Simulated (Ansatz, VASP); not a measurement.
# Two plane-wave programs on TiAl

File INCAR:

```
ALGO = Fast ; EDIFF = 1E-6
ENCUT = 520 ; GGA = PE
ISIF = 2 ; ISMEAR = 0
LASPH = True ; LCHARG = False
LREAL = False ; LWAVE = False
NBANDS = 14 ; NELM = 80
PREC = Accurate ; SIGMA = 0.1
```

Contents of KPOINTS:

```
k-points
0
Gamma
  14 14 14
```

File POSCAR:

```
TiAl
1.0
    3.1212588258      0.0000000000      0.0000000000
    0.0000000000      3.1212588258      0.0000000000
    0.0000000000      0.0000000000      3.1212588258
Ti Al
1 1
Direct
    0.5000000000      0.5000000000      0.5000000000
    0.0000000000      0.0000000000      0.0000000000
```

Input for Ansatz:

```yaml
crystal:
  lattice:
    - [3.1212588258, 0.0, 0.0]
    - [0.0, 3.1212588258, 0.0]
    - [0.0, 0.0, 3.1212588258]
  atoms:
    - { symbol: Ti, position: [0.5, 0.5, 0.5] }
    - { symbol: Al, position: [0.0, 0.0, 0.0] }
basis:
  ecutwfc: 420
kpoints:
  mp_grid: { grid: [14, 14, 14] }
hamiltonian:
  xc: pbe
scf:
  occupations: { method: gaussian, width: 0.1 }
output:
  forces: true
  stress: true
  eigenvalues: true
```

Alike in both runs: task single point; functional PBE; k mesh 14 × 14 × 14; occupations gaussian, width 0.1 eV; no spin polarisation.

|  | VASP | Ansatz |
| --- | --- | --- |
| version | VASP 6.6.1 | Ansatz 0.2.0 |
| potentials or method | VASP PAW PBE potentials, release 64 (Ti_sv, Al), cutoff 520 eV | scalar-relativistic, plane waves, PAW |
| valence electrons in the cell | 15 | 15 |

|  | VASP | Ansatz | Ansatz less VASP |
| --- | --- | --- | --- |
| gap on the k mesh at the Fermi level (eV) | none | none | - |
| pressure (GPa) | 7.7 | 7.8 | +0.07 |

A gap of «none» marks a metal or a gap that the smearing closes. The functional is the same, so the differences come from potentials, cutoffs and numerics.
